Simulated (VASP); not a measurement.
A run of VASP 6.6.1:

The input POSCAR:

```
Fe
1.0
    2.5537576109      0.0000000000      0.0000000000
   -1.2768788055      2.2116189662      0.0000000000
    0.0000000000      0.0000000000      8.3405723573
Fe
4
Direct
    0.0000000000      0.0000000000      0.0000000000
    0.0000000000      0.0000000000      0.5000000000
    0.3333333333      0.6666666667      0.2500000000
    0.6666666667      0.3333333333      0.7500000000
```

INCAR.step1

```
SYSTEM = Fe
ALGO = Normal ; EDIFF = 1E-4
ENCUT = 600 ; GGA = PE
ISMEAR = -1 ; LASPH = .TRUE.
LCHARG = .FALSE. ; LREAL = .FALSE.
LWAVE = .TRUE. ; NELM = 100
PREC = Accurate ; SIGMA = 0.1
```

INCAR.step2

```
SYSTEM = Fe
ALGO = Normal ; EDIFF = 1E-6
EDIFFG = -0.01 ; ENCUT = 600
IBRION = 2 ; ISIF = 3
ISMEAR = -1 ; ISTART = 1
LASPH = .TRUE. ; LCHARG = .FALSE.
LMIXTAU = .TRUE. ; LREAL = .FALSE.
LWAVE = .FALSE. ; METAGGA = R2SCAN
NELM = 100 ; NSW = 80
PREC = Accurate ; SIGMA = 0.1
```

File KPOINTS:

```
k-points
0
G
  14 14 4
  0 0 0
```

Potentials or basis: VASP PAW PBE potentials, release 64 (Fe).

The run is started by

```bash
$ cat potpaw_PBE.64/Fe/POTCAR > POTCAR
$ cp INCAR.step1 INCAR
$ mpirun -np 1 vasp_std > vasp.out
$ cp INCAR.step2 INCAR
$ mpirun -np 1 vasp_std > vasp.out
```

Hardware: 1 thread of Intel(R) Xeon(R) 6975P-C (Granite Rapids), on a shared host.

Question: How long does it take, and how much memory?

Answer: Wall time 15 min on 1 thread of Intel(R) Xeon(R) 6975P-C (Granite Rapids), on a shared host, peak memory 0.23 GiB. Counts: k points 72, ion steps 7.
